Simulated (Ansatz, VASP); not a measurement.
One calculation of CeO2, two programs

File INCAR:

```
SYSTEM = CeO2
PREC = Accurate
ENCUT = 520
EDIFF = 1E-6
ISMEAR = 0
SIGMA = 0.02
LREAL = .False.
LASPH = .True.
NELM = 80
ALGO = Normal
ISIF = 2
LWAVE = .False.
LCHARG = .False.
GGA = PE
NBANDS = 19
```

The input KPOINTS:

```
regular mesh
0
Gamma
  10 10 10
  0 0 0
```

The input POSCAR:

```
CeO2
1.0
    0.0000000000      2.7855380688      2.7855380688
    2.7855380688      0.0000000000      2.7855380688
    2.7855380688      2.7855380688      0.0000000000
Ce O
1 2
Direct
    0.0000000000      0.0000000000      0.0000000000
    0.2500000000      0.2500000000      0.2500000000
    0.7500000000      0.7500000000      0.7500000000
```

Input for Ansatz:

```yaml
crystal:
  lattice:
    - [0.0, 2.7855380688, 2.7855380688]
    - [2.7855380688, 0.0, 2.7855380688]
    - [2.7855380688, 2.7855380688, 0.0]
  atoms:
    - { symbol: Ce, position: [0.0, 0.0, 0.0] }
    - { symbol: O, position: [0.25, 0.25, 0.25] }
    - { symbol: O, position: [0.75, 0.75, 0.75] }
basis:
  ecutwfc: 600.0
kpoints:
  mp_grid: { grid: [10, 10, 10] }
hamiltonian:
  xc: pbe
scf:
  occupations: { method: gaussian, width: 0.02 }
output:
  forces: true
  stress: true
  eigenvalues: true
```

Alike in both runs: task single point; functional PBE; k mesh 10 × 10 × 10; occupations gaussian, width 0.02 eV; no spin polarisation.

```csv
,VASP,Ansatz
version,VASP 6.6.1,Ansatz 0.2.0
potentials or method,"VASP PAW PBE potentials, release 64 (Ce, O), cutoff 520 eV","scalar-relativistic, plane waves, PAW"
valence electrons in the cell,24,24
```

|  | VASP | Ansatz | Ansatz less VASP |
| --- | --- | --- | --- |
| gap on the k mesh at the Fermi level (eV) | 1.72 | 1.75 | +0.030 |
| least direct gap on the mesh (eV) | 1.78 | 1.81 | +0.030 |
| pressure (GPa) | -8.9 | -8.9 | +0.05 |

Spin-orbit coupling is off throughout.
